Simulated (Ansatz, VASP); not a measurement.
**Two plane-wave programs on CrN2**

Contents of INCAR:

```
SYSTEM = CrN2
ALGO = Normal
EDIFF = 1E-6
ENCUT = 520
ISIF = 2
ISMEAR = -1
ISPIN = 2
LASPH = .True.
LCHARG = .False.
LMAXMIX = 4
LORBIT = 11
LREAL = .False.
LWAVE = .False.
MAGMOM = 3 3 0 0 0 0
NBANDS = 35
NELM = 150
PREC = Accurate
SIGMA = 0.05
```

Contents of KPOINTS:

```
k-points
0
Gamma
  7 6 10
  0 0 0
```

File POSCAR:

```
CrN2
1.0
    3.9017860000      0.0000000000      0.0000000000
    0.0000000000      4.8095120000      0.0000000000
    0.0000000000      0.0000000000      2.7841700000
Cr N
2 4
Direct
    0.0000000000      0.0000000000      0.0000000000
    0.5000000000      0.5000000000      0.5000000000
    0.8661700000      0.5887750000      0.0000000000
    0.1338300000      0.4112250000      0.0000000000
    0.3661700000      0.9112250000      0.5000000000
    0.6338300000      0.0887750000      0.5000000000
```

input.yaml

```yaml
crystal:
  lattice:
    - [3.901786, 0.0, 0.0]
    - [0.0, 4.809512, 0.0]
    - [0.0, 0.0, 2.78417]
  atoms:
    - { symbol: Cr, position: [0.0, 0.0, 0.0], spin: 3.0 }
    - { symbol: Cr, position: [0.5, 0.5, 0.5], spin: 3.0 }
    - { symbol: "N", position: [0.86617, 0.588775, 0.0] }
    - { symbol: "N", position: [0.13383, 0.411225, 0.0] }
    - { symbol: "N", position: [0.36617, 0.911225, 0.5] }
    - { symbol: "N", position: [0.63383, 0.088775, 0.5] }
hamiltonian:
  xc: lda
  pseudopotentials: { kind: paw }
magnetization:
  spin_polarized: true
kpoints:
  mp_grid: { grid: [7, 6, 10] }
  band_path:
    path:
      - [[0.0, 0.0, 0.0], [0.0, 0.0, 0.5], [0.5, 0.0, 0.5], [0.5, 0.0, 0.0], [0.0, 0.0, 0.0], [0.0, 0.5, 0.0], [0.0, 0.5, 0.5], [0.5, 0.5, 0.5], [0.5, 0.5, 0.0], [0.0, 0.5, 0.0]]
      - [[0.5, 0.0, 0.0], [0.5, 0.5, 0.0]]
      - [[0.0, 0.5, 0.5], [0.0, 0.0, 0.5]]
      - [[0.5, 0.0, 0.5], [0.5, 0.5, 0.5]]
    npoints: 14
scf:
  occupations: { method: fermi_dirac, width: 0.05 }
  n_extra_bands: 15
output:
  forces: true
  stress: true
  eigenvalues: true
  fatbands: true
  write_density: true
  write_potential: true
  elf: true
  volumetric_format: npy
```

Alike in both runs: functional LDA; k mesh 7 × 6 × 10; occupations fermi-dirac, width 0.05 eV; collinear spin.

```csv
,VASP,Ansatz
version,VASP 6.6.1,Ansatz 0.2.0
potentials or method,"VASP PAW LDA potentials, release 64 (Cr_pv, N)",Ansatz PAW
plane-wave cutoff (eV),520,420
valence electrons in the cell,44,48
task,single point,band structure
```

```tsv
	VASP	Ansatz	Ansatz less VASP
gap on the k mesh at the Fermi level (eV)	none	none	-
pressure (GPa)	-17.3	-17.9	-0.58
traceless stress, the component that is largest in VASP (GPa)	1.06	1.84	+0.783
rms of the force components (eV/Å)	0.067	0.126	+0.0584
net moment per atom (μB)	0.70	0.70	+0.003
size of the moment on the site where the two differ most (μB)	2.10	1.83	-0.277
```

LDA's correlation is that of Perdew and Zunger in VASP and of Perdew and Wang (1992) in Ansatz. Site moments also hang on the region over which each program counts them. Atom by atom the forces differ by 0.074 eV/Å (rms over components). A gap of «none» marks a metal or a gap that the smearing closes. VASP's potentials hold 44 valence electrons a cell and Ansatz's 48, so a difference there can come from the potentials and not from the codes.
